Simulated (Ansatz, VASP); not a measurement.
# TeMo2 in VASP and in Ansatz

```
Te Mo
1.0
     2.78390    0.00000    0.00000
     0.00000    2.78390    0.00000
     0.00000    0.00000    8.33628
Te Mo
1 2
Direct
  0.00000 0.00000 0.00000
  0.00000 0.00000 0.64547
  0.00000 0.00000 0.35453
```

Alike in both runs: functional PBE; k mesh 6 × 6 × 3; occupations gaussian, width 0.2 eV; no spin polarisation.

Ansatz relaxed the structure, and its values are those at the end. VASP's run is a single point on that final structure, the one shown.

|  | VASP | Ansatz |
| --- | --- | --- |
| version | VASP 6.6.1 | Ansatz 0.2.0 |
| potentials or method | VASP PAW PBE potentials, release 64 (Te, Mo_sv), cutoff 500 eV | scalar-relativistic, plane waves, PAW |
| valence electrons in the cell | 34 | 44 |

|  | VASP | Ansatz | Ansatz less VASP |
| --- | --- | --- | --- |
| gap on the k mesh at the Fermi level (eV) | none | none | - |
| pressure (GPa) | 0.5 | 0.3 | -0.25 |
| rms of the force components (eV/Å) | 0.026 | 0.003 | -0.0227 |

A gap of «none» marks a metal or a gap that the smearing closes. VASP's potentials hold 34 valence electrons a cell and Ansatz's 44, so a difference there can come from the potentials and not from the codes.

The k mesh is coarse, so the values compare programs but aren't converged. Spin-orbit coupling is off throughout.
